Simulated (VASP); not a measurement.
# MgO (Amm2) in VASP: a series of runs

MgO is run at these levels: r2SCAN; tasks: single point.

Everything below comes from runs of VASP 6.6.1. Logs are shortened: lines on timing, memory, paths and dates and some standing lists are left out, and cuts for length are marked.

## 1. The cell of the first run

The structure is orthorhombic, space group Amm2 (No. 38). Conventional cell: a = 4.186 Å, b = 3.484 Å, c = 6.035 Å, α = 90.00°, β = 90.00°, γ = 90.00°. Mg (site symmetry mm2) has 5 O at 1.98 to 2.09 Å within 2.6 Å. Mg (site symmetry mm2) has 5 O at 1.94 to 2.09 Å within 2.6 Å. O (site symmetry mm2) has 5 Mg at 1.94 to 2.09 Å within 2.6 Å. O (site symmetry mm2) has 5 Mg at 1.98 to 2.09 Å within 2.6 Å.

## 2. Single point, r2SCAN

Contents of POSCAR:

```
MgO
1.0
    3.4841042127      0.0000000000      0.0000000000
   -1.7420521064      3.0173227576      0.0000000000
    0.0000000000      0.0000000000      4.1856875957
Mg O
2 2
Direct
    0.6666666667      0.3333333333      0.7500000000
    0.3333333333      0.6666666667      0.2500000000
    0.6542384304      0.3084768609      0.2500000000
    0.3209050971      0.6418101942      0.7500000000
```

Contents of INCAR.step1:

```
SYSTEM = MgO
PREC = Accurate
ENCUT = 520
ISMEAR = 0
SIGMA = 0.05
LREAL = .False.
LASPH = .True.
NELM = 60
NBANDS = 16
GGA = PE
ALGO = Normal
EDIFF = 1E-4
LWAVE = .True.
LCHARG = .False.
```

Contents of INCAR.step2:

```
SYSTEM = MgO
PREC = Accurate
ENCUT = 520
EDIFF = 1E-7
ISMEAR = 0
SIGMA = 0.05
LREAL = .False.
LASPH = .True.
NELM = 60
ALGO = Normal
ISIF = 2
LWAVE = .False.
LCHARG = .False.
METAGGA = R2SCAN
LMIXTAU = .True.
NBANDS = 16
ISTART = 1
```

Contents of KPOINTS:

```
regular mesh
0
Gamma
  6 6 6
  0 0 0
```

Potentials or basis: VASP PAW PBE potentials, release 64 (Mg, O).

The run is started by

```
$ cat potpaw_PBE.64/Mg/POTCAR potpaw_PBE.64/O/POTCAR > POTCAR
$ cp INCAR.step1 INCAR
$ mpirun -np 1 vasp_std > vasp.out
$ cp INCAR.step2 INCAR
$ mpirun -np 1 vasp_std > vasp.out
```

OUTCAR:

```text
SYSTEM = MgO
   PREC = Accurate
   ENCUT = 520
   EDIFF = 1E-7
   ISMEAR = 0
   LREAL = .False.
   LASPH = .True.
   NELM = 60
   ISIF = 2
   METAGGA = R2SCAN
   ISTART = 1

 ion  position               nearest neighbor table
   1  0.667  0.333  0.750-   4 1.98   4 1.98   4 2.09   3 2.09   3 2.09   2 2.90   2 2.90   2 2.90
                             2 2.90   2 2.90   2 2.90
   2  0.333  0.667  0.250-   3 1.94   3 2.05   3 2.05   4 2.09   4 2.09   1 2.90   1 2.90   1 2.90
                             1 2.90   1 2.90   1 2.90
   3  0.654  0.308  0.250-   2 1.94   2 2.05   2 2.05   1 2.09   1 2.09
   4  0.321  0.642  0.750-   1 1.98   1 1.98   1 2.09   2 2.09   2 2.09

  LATTYP: Found a hexagonal cell.
 ALAT       =     3.4841042127
 C/A-ratio  =     1.2013669340

  Lattice vectors:

 A1 = (   3.4841042127,   0.0000000000,   0.0000000000)
 A2 = (  -1.7420521064,   3.0173227576,   0.0000000000)
 A3 = (   0.0000000000,   0.0000000000,   4.1856875957)

Analysis of symmetry for initial positions (statically):
=====================================================================
 Subroutine PRICEL returns:
 Original cell was already a primitive cell.

 Routine SETGRP: Setting up the symmetry group for a
 hexagonal supercell.

 Subroutine GETGRP returns: Found  4 space group operations
 (whereof  2 operations were pure point group operations)
 out of a pool of 24 trial point group operations.

The static configuration has the point symmetry C_1h.
 The point group associated with its full space group is C_2v.

Analysis of symmetry for dynamics (positions and initial velocities):
=====================================================================
 Subroutine PRICEL returns:
 Original cell was already a primitive cell.

 Routine SETGRP: Setting up the symmetry group for a
 hexagonal supercell.

 Subroutine GETGRP returns: Found  4 space group operations
 (whereof  2 operations were pure point group operations)
 out of a pool of 24 trial point group operations.

The dynamic configuration has the point symmetry C_1h.
 The point group associated with its full space group is C_2v.

 Subroutine INISYM returns: Found  4 space group operations
 (whereof  2 operations are pure point group operations),
 and found     1 'primitive' translations

----------------------------------------------------------------------------------------

                                     Primitive cell

  volume of cell :      44.0027

  direct lattice vectors                    reciprocal lattice vectors
     3.484104213  0.000000000  0.000000000     0.287017821  0.165709816  0.000000000
    -1.742052106  3.017322758  0.000000000     0.000000000  0.331419633  0.000000000
     0.000000000  0.000000000  4.185687596     0.000000000  0.000000000  0.238909373

  length of vectors
     3.484104213  3.484104213  4.185687596     0.331419633  0.331419633  0.238909373

  position of ions in fractional coordinates (direct lattice)
     0.666666667  0.333333333  0.750000000
     0.333333333  0.666666667  0.250000000
     0.654238430  0.308476861  0.250000000
     0.320905097  0.641810194  0.750000000

  ion indices of the primitive-cell ions
   primitive index   ion index
                 1           1
                 2           2
                 3           3
                 4           4

----------------------------------------------------------------------------------------

 KPOINTS: regular mesh

Automatic generation of k-mesh.
 Grid dimensions read from file:
 generate k-points for:    6    6    6

 Generating k-lattice:

  Cartesian coordinates                     Fractional coordinates (reciprocal lattice)
     0.047836304  0.027618303  0.000000000     0.166666667  0.000000000  0.000000000
     0.000000000  0.055236605  0.000000000     0.000000000  0.166666667  0.000000000
     0.000000000  0.000000000  0.039818229     0.000000000  0.000000000  0.166666667

  Length of vectors
     0.055236605  0.055236605  0.039818229

  Shift w.r.t. Gamma in fractional coordinates (k-lattice)
     0.000000000  0.000000000  0.000000000

 Subroutine IBZKPT returns following result:
 ===========================================

 Found     52 irreducible k-points:

 Following reciprocal coordinates:
            Coordinates               Weight
  0.000000  0.000000  0.000000      1.000000
  0.166667  0.000000  0.000000      4.000000
  0.000000  0.166667  0.000000      2.000000
  0.333333  0.000000  0.000000      4.000000
  0.000000  0.333333  0.000000      2.000000
  0.500000  0.000000  0.000000      2.000000
[... 16 lines left out ...]
  0.333333  0.166667  0.166667      8.000000
 -0.166667  0.500000  0.166667      8.000000
 [... further k-points ...]
   k-points           NKPTS =     52   k-points in BZ     NKDIM =     52   number of bands    NBANDS=     16
   number of dos      NEDOS =    301   number of ions     NIONS =      4
   total plane-waves  NPLWV =  25088
   dimension x,y,z NGX =    28 NGY =   28 NGZ =   32
   dimension x,y,z NGXF=    56 NGYF=   56 NGZF=   64
   ions per type =               2   2
   NGX,Y,Z   is equivalent  to a cutoff of  13.36, 13.36, 12.71 a.u.
   NGXF,Y,Z  is equivalent  to a cutoff of  26.72, 26.72, 25.42 a.u.
 SYSTEM =  MgO
   PREC   = accura    normal or accurate (medium, high low for compatibility)
   ISTART =      1    job   : 0-new  1-cont  2-samecut
   ICHARG =      0    charge: 1-file 2-atom 10-const
   ISPIN  =      1    spin polarized calculation?
   LNONCOLLINEAR =      F non collinear calculations
   LSORBIT =      F    spin-orbit coupling
   LASPH  =      T    aspherical Exc in radial PAW
   ENCUT  =  520.0 eV  38.22 Ry    6.18 a.u.   6.48  6.48  7.78*2*pi/ulx,y,z
   NELM   =     60;   NELMIN=  2; NELMDL=  0     # of ELM steps
   EDIFF  = 0.1E-06   stopping-criterion for ELM
   LREAL  =      F    real-space projection
   EDIFFG = 0.1E-05   stopping-criterion for IOM
   NSW    =      0    number of steps for IOM
   IBRION =     -1    ionic relax: 0-MD 1-quasi-New 2-CG
   NFREE  =      0    steps in history (QN), initial steepest desc. (CG)
   ISIF   =      2    stress and relaxation
   ISYM   =      2    0-nonsym 1-usesym 2-fastsym
   POTIM  = 0.5000    time-step for ionic-motion
   TEBEG  =    0.0;   TEEND  =   0.0 temperature during run
   PSTRESS=    0.0 pullay stress
   NELECT =      16.0000    total number of electrons
   NUPDOWN=      -1.0000    fix difference up-down
   EMIN   =  10.00;   EMAX   =-10.00  energy-range for DOS
   EFERMI =   0.00;   METHOD = LEGACY
   ISMEAR =     0;   SIGMA  =   0.05  broadening in eV -4-tet -1-fermi 0-gaus
   EFERMI_NEDOS =   21; number of points for ismear=-14 and -15
   IALGO  =     38    algorithm
   IMIX   =      4    mixing-type and parameters
     AMIX     =   0.40;   BMIX     =  1.00
     AMIX_MAG =   1.60;   BMIX_MAG =  1.00
  volume/ion in A,a.u.               =      11.00        74.24
  Fermi-wavevector in a.u.,A,eV,Ry     =   1.168481  2.208109 18.576679  1.365347
  Thomas-Fermi vector in A             =   2.304967
   LORBIT       =      0    0 simple, 1 ext, 2 COOP (PROOUT), +10 PAW based schemes
   METAGGA = R2SCAN    functional components
   LHFCALC =     F    Hartree Fock is set to
   AEXX    =    0.0000 exact exchange contribution
   IVDW    =     0    specifies the selected vdW correction
   LEPSILON=     F    determine dielectric tensor
   LRPA    =     F    only Hartree local field effects (RPA)
 non-spin polarized calculation
 Gauss-broadening in eV      SIGMA  =   0.05
  energy-cutoff  :      520.00
  volume of cell :       44.00
 maximum number of plane-waves:      1204
 NGX is ok and might be reduce to    28
   NGX = 13   NGY = 13   NGZ = 15

 number of electron      16.0000003 magnetization

 Free energy of the ion-electron system (eV)
  ---------------------------------------------------
  ext. energy  EPLUGINS =         0.00000000
  ---------------------------------------------------
  free energy    TOTEN  =       -32.01825321 eV

  energy without entropy =      -32.01825321  energy(sigma->0) =      -32.01825321

 E-fermi :   1.7968     XC(G=0): -10.5592

 val. band max:        1.5916861541   @ k =   0.0000   0.0000   0.0000
 cond. band min:       5.6658315859   @ k =   0.0000   0.0000   0.0000
 fundamental gap:      4.0741454318
 Fermi energy:         1.7967607348

 k-point     1 :       0.0000    0.0000    0.0000
  band No.  band energies     occupation
      1     -16.2977      2.00000
      2     -14.9361      2.00000
      3      -2.0844      2.00000
      4      -0.1762      2.00000
      5      -0.1713      2.00000
      6       0.7618      2.00000
[... 8 lines left out ...]
     15      18.3303      0.00000
     16      18.3968      0.00000

 k-point     2 :       0.1667    0.0000    0.0000
  band No.  band energies     occupation
      1     -16.1679      2.00000
      2     -14.9611      2.00000
      3      -1.8683      2.00000
      4      -0.6178      2.00000
      5      -0.3564      2.00000
      6       0.2568      2.00000
[... 8 lines left out ...]
     15      17.2932      0.00000
     16      17.5179      0.00000

 k-point     3 :       0.0000    0.1667    0.0000
  band No.  band energies     occupation
      1     -16.1680      2.00000
      2     -14.9613      2.00000
      3      -1.8683      2.00000
      4      -0.6065      2.00000
      5      -0.3694      2.00000
      6       0.2575      2.00000
[... 8 lines left out ...]
     15      17.3335      0.00000
     16      17.5121      0.00000

 k-point     4 :       0.3333    0.0000    0.0000
  band No.  band energies     occupation
      1     -15.8520      2.00000
      2     -15.0621      2.00000
      3      -1.5544      2.00000
      4      -1.2946      2.00000
      5      -0.6544      2.00000
      6      -0.2149      2.00000
[... 8 lines left out ...]
     15      16.7662      0.00000
     16      17.3940      0.00000
[... 324 lines left out ...]
 k-point    22 :      -0.3333    0.1667    0.1667
  band No.  band energies     occupation
      1     -15.8735      2.00000
      2     -15.0770      2.00000
      3      -1.7291      2.00000
      4      -1.2283      2.00000
      5      -0.3698      2.00000
      6      -0.2281      2.00000
[... 8 lines left out ...]
     15      17.0271      0.00000
     16      17.9537      0.00000

 k-point    23 :       0.3333    0.1667    0.1667
  band No.  band energies     occupation
      1     -15.5842      2.00000
      2     -15.1918      2.00000
      3      -1.9711      2.00000
      4      -1.3253      2.00000
      5      -0.7796      2.00000
      6      -0.1221      2.00000
[... 8 lines left out ...]
     15      16.8529      0.00000
     16      18.1323      0.00000

 k-point    24 :      -0.1667    0.5000    0.1667
  band No.  band energies     occupation
      1     -15.5846      2.00000
      2     -15.1922      2.00000
      3      -1.9679      2.00000
      4      -1.3278      2.00000
      5      -0.7804      2.00000
      6      -0.1241      2.00000
[... 8 lines left out ...]
     15      16.8579      0.00000
     16      18.1341      0.00000

 [... further k-points ...]
[... 5 lines left out ...]
  --------------------------------------------------------------------------------------
  -------------------------------------------------------------------------------------
  Total       -0.0478597      0.1300716     -0.3001976     -0.0000000      0.0000000      0.0000000
  in kB       -1.7426140      4.7360179    -10.9304511     -0.0000000      0.0000000      0.0000000
  external PRESSURE =      -2.6456824 kB  Pullay stress =       0.0000000 kB

 VOLUME and BASIS-vectors are now :
 -----------------------------------------------------------------------------
  energy-cutoff  :      520.00
  volume of cell :       44.00
      direct lattice vectors                 reciprocal lattice vectors
     3.484104213  0.000000000  0.000000000     0.287017821  0.165709816  0.000000000
    -1.742052106  3.017322758  0.000000000     0.000000000  0.331419633  0.000000000
     0.000000000  0.000000000  4.185687596     0.000000000  0.000000000  0.238909373

 POSITION                                       TOTAL-FORCE (eV/Angst)
 -----------------------------------------------------------------------------------
      1.74205      1.00577      3.13927         0.000000     -0.614025      0.000000
     -0.00000      2.01155      1.04642         0.000000     -0.791700      0.000000
      1.74205      0.93077      1.04642        -0.000000      0.791194      0.000000
     -0.00000      1.93655      3.13927        -0.000000      0.614531      0.000000
 -----------------------------------------------------------------------------------
    total drift:                                0.000002     -0.021190      0.000000

  FREE ENERGIE OF THE ION-ELECTRON SYSTEM (eV)
  ---------------------------------------------------
  free  energy   TOTEN  =       -32.0182532075 eV

  energy  without entropy=      -32.0182532075  energy(sigma->0) =      -32.01825321
```

It took 1.7 min on 1 thread of Intel Xeon Platinum 8259CL at 2.50GHz (Skylake/Cascade Lake), shared host; peak memory 0.18 GiB.

Results:

```yaml
Free_energy: -32.0183 eV
Pressure: -0.3 GPa
Largest_force: 0.792 eV/Å
Band_gap_on_the_k_mesh: 4.07 eV, direct
```

Forces in eV/Å, atoms in the order of the input:
```
Mg   0.000 -0.614  0.000
Mg   0.000 -0.792  0.000
O    0.000  0.791  0.000
O    0.000  0.615  0.000
```

Levels at points of the mesh, in eV from the valence-band top:
```tsv
k point	band 5	band 6	band 7	band 8	band 9	band 10	band 11	band 12
(0.00, 0.00, 0.00)	-1.76	-0.83	-0.83	0.00	4.07	10.36	13.16	13.47
(0.50, 0.00, 0.00)	-2.37	-1.96	-1.30	-0.54	7.66	9.99	10.61	13.22
(0.00, 0.50, 0.00)	-2.38	-1.96	-1.30	-0.54	7.66	10.00	10.62	13.23
(0.00, 0.00, 0.50)	-1.39	-1.38	-1.25	-1.24	7.13	7.13	13.80	13.81
(0.50, 0.00, 0.50)	-1.60	-1.53	-0.83	-0.82	8.00	8.04	12.94	13.06
(0.00, 0.50, 0.50)	-1.64	-1.48	-0.84	-0.81	7.98	8.06	12.88	13.13
```

Caveat: the cell differs from its parent crystal (all O atoms moved +0.075 Å, as atom 3 towards its neighbour atom 2 (Mg) at 2.012 Å); the PAW data sets were made with another functional, which shifts forces and pressure a little.

[end of part 1 of 2]
